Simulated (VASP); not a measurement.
A run of VASP 6.6.1 is set up as follows.

INCAR

```
ALGO     = Normal         # electronic algorithm
EDIFF    = 1E-7           # SCF threshold, eV
ENCUT    = 520            # plane-wave cutoff, eV
GGA      = CA             # functional
ISIF     = 2              # what is computed and relaxed
ISMEAR   = 0              # smearing method
LASPH    = T              # aspherical terms in the spheres
LCHARG   = F              # write CHGCAR
LREAL    = F              # projectors in reciprocal space
LWAVE    = F              # write WAVECAR
NBANDS   = 36             # bands
NELECT   = 48.0         
NELM     = 100            # most SCF steps
PREC     = Accurate       # precision mode
SIGMA    = 0.05           # smearing width, eV
```

Contents of KPOINTS:

```
k-points
0
Gamma
  6 6 6
```

Contents of POSCAR:

```
HC12
1.0
    1.7657489870     -3.5314979740     -1.7657489870
    3.5314979740     -1.7657489870      1.7657489870
   -1.7657489870     -3.5314979740      1.7657489870
C H
12 1
Direct
    0.2500000000      1.0000000000      0.2500000000
    0.0833333333      0.3333333333      0.7500000000
    0.9166666667      0.6666666667      0.2500000000
    0.7500000000      1.0000000000      0.7500000000
    0.5833333333      0.3333333333      0.2500000000
    0.4166666667      0.6666666667      0.7500000000
    0.9583333333      0.3333333333      0.1250000000
    0.7916666667      0.6666666667      0.6250000000
    0.6250000000      1.0000000000      0.1250000000
    0.4583333333      0.3333333333      0.6250000000
    0.2916666667      0.6666666667      0.1250000000
    0.1250000000      1.0000000000      0.6250000000
    1.2500000000      0.3333333333      0.4166666667
```

Potentials or basis: VASP PAW LDA potentials, release 64 (C, H).

Run with:

```sh
$ cat potpaw_LDA.64/C/POTCAR potpaw_LDA.64/H/POTCAR > POTCAR
$ mpirun -np 1 vasp_std > vasp.out
```

(1) Estimate the largest force.

## Answers

(1) 1.785 eV/Å.

Caveat: the cell carries a net charge on a neutralising background, which shifts energy and pressure.
